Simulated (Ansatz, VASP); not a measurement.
One calculation of TiSi, two programs

INCAR

```
PREC = Accurate
ENCUT = 520
EDIFF = 1E-7
ISMEAR = 0
SIGMA = 0.15
LREAL = False
LASPH = True
NELM = 60
ALGO = Normal
ISIF = 2
LWAVE = False
LCHARG = False
GGA = PS
NBANDS = 15
```

KPOINTS

```
regular mesh
0
Gamma
  18 18 12
```

The input POSCAR:

```
TiSi
1.0
    1.8434206700     -2.1493883600      0.0000000000
    1.8434206700      2.1493883600      0.0000000000
    0.0000000000      0.0000000000      3.8609930100
Ti Si
1 1
Direct
    0.5000000000      0.5000000000      0.0000000000
    0.0000000000      0.0000000000      0.5000000000
```

Input for Ansatz:

```yaml
crystal:
  lattice:
    - [1.84342067, -2.14938836, 0.0]
    - [1.84342067, 2.14938836, 0.0]
    - [0.0, 0.0, 3.86099301]
  atoms:
    - { symbol: Ti, position: [0.5, 0.5, 0.0] }
    - { symbol: Si, position: [0.0, 0.0, 0.5] }
basis:
  ecutwfc: 420
kpoints:
  mp_grid: { grid: [18, 18, 12] }
hamiltonian:
  xc: pbesol
scf:
  occupations: { method: gaussian, width: 0.15 }
output:
  forces: true
  stress: true
  eigenvalues: true
```

Change from the starting cell: strain +0.015 along x and y, +0.015 along z, atoms carried along.

Alike in both runs: task single point; functional PBEsol; k mesh 18 × 18 × 12; occupations gaussian, width 0.15 eV; no spin polarisation.

|  | VASP | Ansatz |
| --- | --- | --- |
| version | VASP 6.6.1 | Ansatz 0.2.0 |
| potentials or method | VASP PAW PBE potentials, release 64 (Ti_sv, Si), cutoff 520 eV | scalar-relativistic, plane waves, PAW |
| valence electrons in the cell | 16 | 16 |

```tsv
	VASP	Ansatz	Ansatz less VASP
gap on the k mesh at the Fermi level (eV)	none	none	-
pressure (GPa)	-9.5	-9.5	-0.06
traceless stress, the component that is largest in VASP (GPa)	0.62	0.69	+0.066
```

VASP's potentials were made for PBE, not for PBEsol. A gap of «none» marks a metal or a gap that the smearing closes. The functional is the same, so the differences come from potentials, cutoffs and numerics.
